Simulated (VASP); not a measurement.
# WC (P-6m2) in VASP: notebook, part 3 of 4

VASP 6.6.1.

## 5. Electric field gradients, PBEsol

This run uses another cell than the first one, of 10.31 Å³/atom, 1.063 times its volume.

INCAR reads:

```
SYSTEM = WC
PREC     = Accurate       ! precision mode
ENCUT    = 520            ! plane-wave cutoff, eV
EDIFF    = 1E-8           ! SCF threshold, eV
ISMEAR   = -1             ! smearing method
SIGMA    = 0.05           ! smearing width, eV
LREAL    = .FALSE.        ! projectors in reciprocal space
LASPH    = .TRUE.         ! aspherical terms in the spheres
NELM     = 60             ! most SCF steps
ALGO     = Normal         ! electronic algorithm
ISIF     = 2              ! what is computed and relaxed
LWAVE    = .FALSE.        ! write WAVECAR
LCHARG   = .FALSE.        ! write CHGCAR
GGA      = PS             ! functional
LEFG     = .TRUE.       
NBANDS   = 16             ! bands
```

KPOINTS reads:

```
regular mesh
0
G
  13 13 12
  0 0 0
```

POSCAR reads:

```
WC
1.0
    2.9005014360      0.0000000000      0.0000000000
   -1.4502507180      2.5119079273      0.0000000000
    0.0000000000      0.0000000000      2.8290000000
W C
1 1
Direct
    0.0000000000      0.0000000000      0.0000000000
    0.6666666667      0.3333333333      0.5000000000
```

Potentials or basis: VASP PAW PBE potentials, release 64 (W_sv, C).

Command:

```sh
$ cat potpaw_PBE.64/W_sv/POTCAR potpaw_PBE.64/C/POTCAR > POTCAR
$ mpirun -np 1 vasp_std > vasp.out
```

OUTCAR:

```text
SYSTEM = WC
   PREC = Accurate
   ENCUT = 520
   EDIFF = 1E-8
   ISMEAR = -1
   LREAL = .FALSE.
   LASPH = .TRUE.
   NELM = 60
   ISIF = 2
   GGA = PS

 ion  position               nearest neighbor table
   1  0.000  0.000  0.000-   2 2.19   2 2.19   2 2.19   2 2.19   2 2.19   2 2.19
   2  0.667  0.333  0.500-   1 2.19   1 2.19   1 2.19   1 2.19   1 2.19   1 2.19

  LATTYP: Found a hexagonal cell.
 ALAT       =     2.9005014360
 C/A-ratio  =     0.9753485949

  Lattice vectors:

 A1 = (   2.9005014360,   0.0000000000,   0.0000000000)
 A2 = (  -1.4502507180,   2.5119079273,   0.0000000000)
 A3 = (   0.0000000000,   0.0000000000,   2.8290000000)

Analysis of symmetry for initial positions (statically):
=====================================================================
 Subroutine PRICEL returns:
 Original cell was already a primitive cell.

 Routine SETGRP: Setting up the symmetry group for a
 hexagonal supercell.

 Subroutine GETGRP returns: Found 12 space group operations
 (whereof 12 operations were pure point group operations)
 out of a pool of 24 trial point group operations.

The static configuration has the point symmetry D_3h.

Analysis of symmetry for dynamics (positions and initial velocities):
=====================================================================
 Subroutine PRICEL returns:
 Original cell was already a primitive cell.

 Routine SETGRP: Setting up the symmetry group for a
 hexagonal supercell.

 Subroutine GETGRP returns: Found 12 space group operations
 (whereof 12 operations were pure point group operations)
 out of a pool of 24 trial point group operations.

The dynamic configuration has the point symmetry D_3h.

 Subroutine INISYM returns: Found 12 space group operations
 (whereof 12 operations are pure point group operations),
 and found     1 'primitive' translations

----------------------------------------------------------------------------------------

                                     Primitive cell

  volume of cell :      20.6115

  direct lattice vectors                    reciprocal lattice vectors
     2.900501436  0.000000000  0.000000000     0.344767973  0.199051882  0.000000000
    -1.450250718  2.511907927  0.000000000     0.000000000  0.398103764  0.000000000
     0.000000000  0.000000000  2.829000000     0.000000000  0.000000000  0.353481796

  length of vectors
     2.900501436  2.900501436  2.829000000     0.398103764  0.398103764  0.353481796

  position of ions in fractional coordinates (direct lattice)
     0.000000000  0.000000000  0.000000000
     0.666666667  0.333333333  0.500000000

  ion indices of the primitive-cell ions
   primitive index   ion index
                 1           1
                 2           2

----------------------------------------------------------------------------------------

 KPOINTS: regular mesh

Automatic generation of k-mesh.
 Grid dimensions read from file:
 generate k-points for:   13   13   12

[... 65 lines left out ...]
   EDIFFG = 0.1E-06   stopping-criterion for IOM
   NSW    =      0    number of steps for IOM
   IBRION =     -1    ionic relax: 0-MD 1-quasi-New 2-CG
   NFREE  =      0    steps in history (QN), initial steepest desc. (CG)
   ISIF   =      2    stress and relaxation
   ISYM   =      2    0-nonsym 1-usesym 2-fastsym
   POTIM  = 0.5000    time-step for ionic-motion
   TEBEG  =    0.0;   TEEND  =   0.0 temperature during run
   PSTRESS=    0.0 pullay stress
   NELECT =      18.0000    total number of electrons
   NUPDOWN=      -1.0000    fix difference up-down
   EMIN   =  10.00;   EMAX   =-10.00  energy-range for DOS
   EFERMI =   0.00;   METHOD = LEGACY
   ISMEAR =    -1;   SIGMA  =   0.05  broadening in eV -4-tet -1-fermi 0-gaus
   EFERMI_NEDOS =   21; number of points for ismear=-14 and -15
   IALGO  =     38    algorithm
   IMIX   =      4    mixing-type and parameters
     AMIX     =   0.40;   BMIX     =  1.00
     AMIX_MAG =   1.60;   BMIX_MAG =  1.00
  volume/ion in A,a.u.               =      10.31        69.55
  Fermi-wavevector in a.u.,A,eV,Ry     =   1.564813  2.957068 33.315762  2.448639
  Thomas-Fermi vector in A             =   2.667381
   LORBIT       =      0    0 simple, 1 ext, 2 COOP (PROOUT), +10 PAW based schemes
   GGA     = PS    functional components
   LHFCALC =     F    Hartree Fock is set to
   AEXX    =    0.0000 exact exchange contribution
   IVDW    =     0    specifies the selected vdW correction
   LEPSILON=     F    determine dielectric tensor
   LRPA    =     F    only Hartree local field effects (RPA)
 non-spin polarized calculation
  energy-cutoff  :      520.00
  volume of cell :       20.61
 maximum number of plane-waves:       580
 NGX is ok and might be reduce to    24
   NGX = 11   NGY = 11   NGZ = 11

 number of electron      18.0000001 magnetization

 Free energy of the ion-electron system (eV)
  ---------------------------------------------------
  ext. energy  EPLUGINS =         0.00000000
  ---------------------------------------------------
  free energy    TOTEN  =       -23.90165875 eV

  energy without entropy =      -23.89890870  energy(sigma->0) =      -23.90028373

 E-fermi :  11.0389     XC(G=0): -13.9652

 val. band max:       11.0306772612   @ k =   0.0769   0.0769   0.5000
 cond. band min:      11.0805558250   @ k =   0.4615  -0.0000   0.4167
 fundamental gap:      0.0498785637
 Fermi energy:        11.0389262781

 k-point     1 :       0.0000    0.0000    0.0000
  band No.  band energies     occupation
      1     -62.8886      2.00000
      2     -26.8733      2.00000
      3     -26.7711      2.00000
      4     -26.7711      2.00000
      5      -3.4509      2.00000
      6       6.6619      2.00000
[... 433 lines left out ...]
      3     -26.9008      2.00000
      4     -26.8093      2.00000
      5      -2.6852      2.00000
      6       6.4789      2.00000
[... 8 lines left out ...]
     15      24.6467      0.00000
     16      28.9436      0.00000

 [... further k-points ...]
[... 5 lines left out ...]
  --------------------------------------------------------------------------------------
  -------------------------------------------------------------------------------------
  Total        0.0645923      0.0645923      0.0507535      0.0000000      0.0000000      0.0000000
  in kB        5.0209006      5.0209006      3.9451794      0.0000000      0.0000000      0.0000000
  external PRESSURE =       4.6623269 kB  Pullay stress =       0.0000000 kB

 VOLUME and BASIS-vectors are now :
 -----------------------------------------------------------------------------
  energy-cutoff  :      520.00
  volume of cell :       20.61
      direct lattice vectors                 reciprocal lattice vectors
     2.900501436  0.000000000  0.000000000     0.344767973  0.199051882  0.000000000
    -1.450250718  2.511907927  0.000000000     0.000000000  0.398103764  0.000000000
     0.000000000  0.000000000  2.829000000     0.000000000  0.000000000  0.353481796

 POSITION                                       TOTAL-FORCE (eV/Angst)
 -----------------------------------------------------------------------------------
      0.00000      0.00000      0.00000        -0.000000      0.000000      0.000000
      1.45025      0.83730      1.41450         0.000000      0.000000      0.000000
 -----------------------------------------------------------------------------------
    total drift:                                0.000000     -0.000000      0.000000

  FREE ENERGIE OF THE ION-ELECTRON SYSTEM (eV)
  ---------------------------------------------------
  free  energy   TOTEN  =       -23.9016587514 eV

  energy  without entropy=      -23.8989087032  energy(sigma->0) =      -23.90028373

 Electric field gradients (V/A^2)
---------------------------------------------------------------------
 ion       V_xx      V_yy      V_zz      V_xy      V_xz      V_yz
---------------------------------------------------------------------
   1      73.647    73.648  -147.295     0.000     0.000     0.000
   2      -0.100    -0.100     0.200     0.000     0.000    -0.000
---------------------------------------------------------------------

 Electric field gradients after diagonalization (V/A^2)
 (convention: |V_zz| > |V_xx| > |V_yy|)
----------------------------------------------------------------------
 ion       V_xx      V_yy      V_zz     asymmetry (V_yy - V_xx)/ V_zz
----------------------------------------------------------------------
   1      73.648    73.647  -147.295       0.000
   2      -0.100    -0.100     0.200       0.004
----------------------------------------------------------------------

           NMR quadrupolar parameters

 Cq : quadrupolar parameter    Cq=e*Q*V_zz/h
 eta: asymmetry parameters     (V_yy - V_xx)/ V_zz
 Q  : nuclear electric quadrupole moment in mb (millibarn)
----------------------------------------------------------------------
 ion       Cq(MHz)       eta       Q (mb)
----------------------------------------------------------------------
   1      -0.356       0.000       1.000
   2       0.000       0.004       1.000
----------------------------------------------------------------------
```

Wall time 16 s (1 thread of Intel Xeon 6975P-C (Granite Rapids), shared host); peak memory 0.17 GiB.

Results:

```
Free energy            : -23.9017 eV
Pressure               : 0.5 GPa
Band gap on the k mesh : zero (band 9 reaches 11.70 eV, above the bottom of band 10 at 10.43 eV)
```

Electric field gradients, principal values (V/Å²):
```csv
atom,least,middle,greatest (by size)
1 W,73.647,73.648,-147.295
2 C,-0.100,-0.100,0.200
```

Caveat: without QUAD_EFG the Cq values of the log hold for a quadrupole moment of 1 mb, not for the nuclei; the PAW data sets were made with another functional, which shifts forces and pressure a little; spin-orbit coupling is left out, which moves the levels of the heavy elements.

[end of part 3 of 4]
